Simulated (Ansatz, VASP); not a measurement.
# One calculation of TaSi2, two programs

Contents of INCAR:

```
PREC     = Accurate       # precision mode
ENCUT    = 520            # plane-wave cutoff, eV
EDIFF    = 1E-6           # SCF threshold, eV
ISMEAR   = 0              # smearing method
SIGMA    = 0.15           # smearing width, eV
LREAL    = F              # projectors in reciprocal space
LASPH    = T              # aspherical terms in the spheres
NELM     = 100            # most SCF steps
ALGO     = Normal         # electronic algorithm
ISIF     = 2              # what is computed and relaxed
LWAVE    = F              # write WAVECAR
LCHARG   = F              # write CHGCAR
GGA      = PE             # functional
NBANDS   = 38             # bands
```

KPOINTS

```
Automatic mesh
0
Gamma
  9 9 6
```

Contents of POSCAR:

```
TaSi2
1.0
    4.8060235202      0.0000000000      0.0000000000
   -2.4030117601      4.1621384597      0.0000000000
    0.0000000000      0.0000000000      6.5995345254
Ta Si
3 6
Direct
    0.5000000000      0.0000000000     -0.1309183241
    0.5000000000      0.5000000000      0.6666666667
    0.0000000000      0.5000000000      0.3333333333
    0.1589152396      0.3178304793      0.0000000000
    0.8410847604      0.1589152396      0.6666666667
    0.6821695207      0.8410847604      0.3333333333
    0.8410847604      0.6821695207      0.0000000000
    0.1589152396      0.8410847604      0.6666666667
    0.3178304793      0.1589152396      0.3333333333
```

Input for Ansatz:

```yaml
crystal:
  lattice:
    - [4.8060235202, 0.0, 0.0]
    - [-2.4030117601, 4.1621384597, 0.0]
    - [0.0, 0.0, 6.5995345254]
  atoms:
    - { symbol: Ta, position: [0.5, 0.0, -0.1309183241] }
    - { symbol: Ta, position: [0.5, 0.5, 0.6666666667] }
    - { symbol: Ta, position: [0.0, 0.5, 0.3333333333] }
    - { symbol: Si, position: [0.1589152396, 0.3178304793, 0.0] }
    - { symbol: Si, position: [0.8410847604, 0.1589152396, 0.6666666667] }
    - { symbol: Si, position: [0.6821695207, 0.8410847604, 0.3333333333] }
    - { symbol: Si, position: [0.8410847604, 0.6821695207, 0.0] }
    - { symbol: Si, position: [0.1589152396, 0.8410847604, 0.6666666667] }
    - { symbol: Si, position: [0.3178304793, 0.1589152396, 0.3333333333] }
basis:
  ecutwfc: 420
kpoints:
  mp_grid: { grid: [9, 9, 6] }
hamiltonian:
  xc: pbe
  pseudopotentials: { kind: paw, azcp: { folder: soft_1 } }
scf:
  occupations: { method: gaussian, width: 0.15 }
output:
  forces: true
  stress: true
  eigenvalues: true
```

Alike in both runs: task single point; functional PBE; k mesh 9 × 9 × 6; occupations gaussian, width 0.15 eV; no spin polarisation.

|  | VASP | Ansatz |
| --- | --- | --- |
| version | VASP 6.6.1 | Ansatz 0.2.0 |
| potentials or method | VASP PAW PBE potentials, release 64 (Ta_pv, Si), cutoff 520 eV | scalar-relativistic, plane waves, PAW |
| valence electrons in the cell | 57 | 63 |

|  | VASP | Ansatz | Ansatz less VASP |
| --- | --- | --- | --- |
| gap on the k mesh at the Fermi level (eV) | none | none | - |
| pressure (GPa) | 27.1 | 27.0 | -0.08 |
| traceless stress, the component that is largest in VASP (GPa) | 16.27 | 16.29 | +0.025 |
| rms of the force components (eV/Å) | 6.480 | 6.467 | -0.0129 |

Atom by atom the forces differ by 0.014 eV/Å (rms over components). A gap of «none» marks a metal or a gap that the smearing closes. The functional is the same, so the differences come from potentials, cutoffs and numerics. VASP's potentials hold 57 valence electrons a cell and Ansatz's 63, so a difference there can come from the potentials and not from the codes.

Neither program's run includes spin-orbit coupling.
